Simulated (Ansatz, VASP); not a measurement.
# InSb3: VASP beside Ansatz

INCAR

```
SYSTEM = InSb3
PREC = Accurate
ENCUT = 520
EDIFF = 1E-7
ISMEAR = -1
SIGMA = 0.05
LREAL = .False.
LASPH = .True.
NELM = 80
ALGO = Normal
ISIF = 2
LWAVE = .False.
LCHARG = .False.
GGA = CA
NBANDS = 22
```

KPOINTS

```
regular mesh
0
Gamma
  6 6 6
  0 0 0
```

File POSCAR:

```
InSb3
1.0
    4.8063670000      0.0000000000      0.0000000000
    0.0000000000      4.8063670000      0.0000000000
    0.0000000000      0.0000000000      4.8063670000
Sb In
3 1
Direct
    0.5000000000      0.5000000000      0.0000000000
    0.0000000000      0.5000000000      0.5000000000
    0.5000000000      0.0000000000      0.5000000000
    0.0000000000      0.0000000000      0.0000000000
```

input.yaml

```yaml
crystal:
  lattice:
    - [4.806367, 0.0, 0.0]
    - [0.0, 4.806367, 0.0]
    - [0.0, 0.0, 4.806367]
  atoms:
    - { symbol: Sb, position: [0.5, 0.5, 0.0] }
    - { symbol: Sb, position: [0.0, 0.5, 0.5] }
    - { symbol: Sb, position: [0.5, 0.0, 0.5] }
    - { symbol: In, position: [0.0, 0.0, 0.0] }
kpoints:
  mp_grid: { grid: [6, 6, 6] }
scf:
  occupations: { method: fermi_dirac, width: 0.05 }
hamiltonian:
  xc: lda
  pseudopotentials: { kind: all_electron, lapw: { basis_error: 0.002 } }
output:
  forces: true
  stress: true
  eigenvalues: true
```

Alike in both runs: task single point; functional LDA; k mesh 6 × 6 × 6; occupations fermi-dirac, width 0.05 eV; no spin polarisation.

|  | VASP | Ansatz |
| --- | --- | --- |
| version | VASP 6.6.1 | Ansatz 0.2.0 |
| potentials or method | VASP PAW LDA potentials, release 64 (Sb, In_d), cutoff 520 eV | all-electron LAPW, scalar-relativistic |

|  | VASP | Ansatz | Ansatz less VASP |
| --- | --- | --- | --- |
| gap on the k mesh at the Fermi level (eV) | none | none | - |
| pressure (GPa) | -3.8 | -3.8 | -0.02 |

LDA's correlation is that of Perdew and Zunger in VASP and of Perdew and Wang (1992) in Ansatz. A gap of «none» marks a metal or a gap that the smearing closes. Ansatz ran all-electron here, and VASP with PAW potentials.

Neither program's run includes spin-orbit coupling.
